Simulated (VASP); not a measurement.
Wanted: the native input for a VASP 6.6.1 run.

```
Task                   : relaxation of cell and atoms
Functional             : PBE
Potentials or basis    : VASP PAW PBE potentials, release 64 (Cs_sv, Ba_sv, Pd)
Cutoff                 : 600 eV
k mesh                 : 8 × 8 × 8
Occupations            : gaussian, width 0.1 eV
Spin                   : no spin polarisation
Dipole correction      : no
Further INCAR settings : ALGO = Fast; EDIFF = 1e-06; IBRION = 2; EDIFFG = -0.01; NSW = 100; ISIF = 3
```

The structure of CsBaPd4 lies in POSCAR:

```
CsBaPd4
1.0
    0.0000000000      4.0291684039      4.0291684039
    4.0291684039      0.0000000000      4.0291684039
    4.0291684039      4.0291684039      0.0000000000
Cs Ba Pd
1 1 4
Direct
    0.2500000000      0.2500000000      0.2500000000
    0.0000000000      0.0000000000      0.0000000000
    0.6257700000      0.1226900000      0.6257700000
    0.6257700000      0.6257700000      0.1226900000
    0.6257700000      0.6257700000      0.6257700000
    0.1226900000      0.6257700000      0.6257700000
```

One way to write it, as run:

INCAR

```
SYSTEM = CsBaPd4
  PREC = Accurate
  ENCUT = 600
  EDIFF = 1E-6
  ISMEAR = 0
  SIGMA = 0.1
  LREAL = .False.
  LASPH = .True.
  NELM = 60
  ALGO = Fast
  ISIF = 3
  LWAVE = .False.
  LCHARG = .False.
  GGA = PE
  IBRION = 2
  NSW = 100
  EDIFFG = -0.01
```

KPOINTS

```
regular mesh
0
Gamma
  8 8 8
  0 0 0
```

Potentials or basis: VASP PAW PBE potentials, release 64 (Cs_sv, Ba_sv, Pd).

Run with:

```console
$ cat potpaw_PBE.64/Cs_sv/POTCAR potpaw_PBE.64/Ba_sv/POTCAR potpaw_PBE.64/Pd/POTCAR > POTCAR
$ mpirun -np 1 vasp_std > vasp.out
```

Results of the run:

```json
{
  "Relaxed volume": "22.68 Å³/atom",
  "Relaxed cell": "a = 5.774 Å, b = 5.774 Å, c = 5.774 Å, α = 60.00°, β = 60.00°, γ = 60.00°",
  "Space group after relaxing (to 0.1 Å)": "F-43m (No. 216)",
  "Energy gained by relaxing": "7.8 meV/atom",
  "Ionic steps": "6",
  "Pressure after relaxing": "0.1 GPa",
  "Largest force after relaxing": "0.007 eV/Å",
  "Band gap on the k mesh": "zero (an odd number of electrons rules out a gap without spin polarisation)"
}
```

Caveat: spin-orbit coupling is left out, which moves the levels of the heavy elements.

Wall time 7 min on 1 thread of Intel(R) Xeon(R) Platinum 8559C (Emerald Rapids) (shared host), peak memory 0.44 GiB.
